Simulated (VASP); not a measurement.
Set up this calculation in VASP 6.6.1, as the native input.

* Task: relaxation of cell and atoms
* Functional: LDA
* Potentials or basis: VASP PAW LDA potentials, release 64 (Ti_sv, B)
* Cutoff: 600 eV
* k mesh: 15 × 15 × 12
* Occupations: fermi-dirac, width 0.15 eV
* Spin: no spin polarisation
* Dipole correction: no
* Further INCAR settings: ALGO = Normal; EDIFF = 1e-06; IBRION = 2; EDIFFG = -0.001; NSW = 80; ISIF = 3

The structure of TiB2 lies in POSCAR:

```
TiB2
1.0
    2.9939207509      0.0000000029      0.0000000000
   -1.4969603779      2.5928114258      0.0000000000
    0.0000000000      0.0000000000      3.1595020637
Ti B
1 2
Direct
    0.0000000000      0.0000000000      0.0000000000
    0.3333333333      0.6666666667      0.5000000000
    0.6666666667      0.3333333333      0.5000000000
```

These files were run (other wordings do the same):

INCAR

```
SYSTEM = TiB2
ALGO     = Normal         ! electronic algorithm
EDIFF    = 1E-6           ! SCF threshold, eV
EDIFFG   = -0.001         ! ionic threshold
ENCUT    = 600            ! plane-wave cutoff, eV
IBRION   = 2              ! ionic algorithm
ISIF     = 3              ! what is computed and relaxed
ISMEAR   = -1             ! smearing method
LASPH    = .TRUE.         ! aspherical terms in the spheres
LCHARG   = .FALSE.        ! write CHGCAR
LREAL    = .FALSE.        ! projectors in reciprocal space
LWAVE    = .FALSE.        ! write WAVECAR
NELM     = 60             ! most SCF steps
NSW      = 80             ! ionic steps
PREC     = Accurate       ! precision mode
SIGMA    = 0.15           ! smearing width, eV
```

KPOINTS

```
k-points
0
G
  15 15 12
  0 0 0
```

Potentials or basis: VASP PAW LDA potentials, release 64 (Ti_sv, B).

The run is started by

```sh
$ cat potpaw_LDA.64/Ti_sv/POTCAR potpaw_LDA.64/B/POTCAR > POTCAR
$ mpirun -np 1 vasp_std > vasp.out
```

It gave:

```
Relaxed volume                        : 8.19 Å³/atom
Relaxed cell                          : a = 2.996 Å, b = 2.996 Å, c = 3.162 Å, α = 90.00°, β = 90.00°, γ = 120.00°
Space group after relaxing (to 0.1 Å) : P6/mmm (No. 191)
Energy gained by relaxing             : 0.0 meV/atom
Ionic steps                           : 15
Pressure after relaxing               : 0.0 GPa
Band gap on the k mesh                : zero (bands 9 and 10 overlap by 0.73 eV)
```

It took 2.5 min on 1 thread of AMD EPYC 9R45 96-Core Processor (Zen 5), with other jobs on the host, peak memory 0.17 GiB.
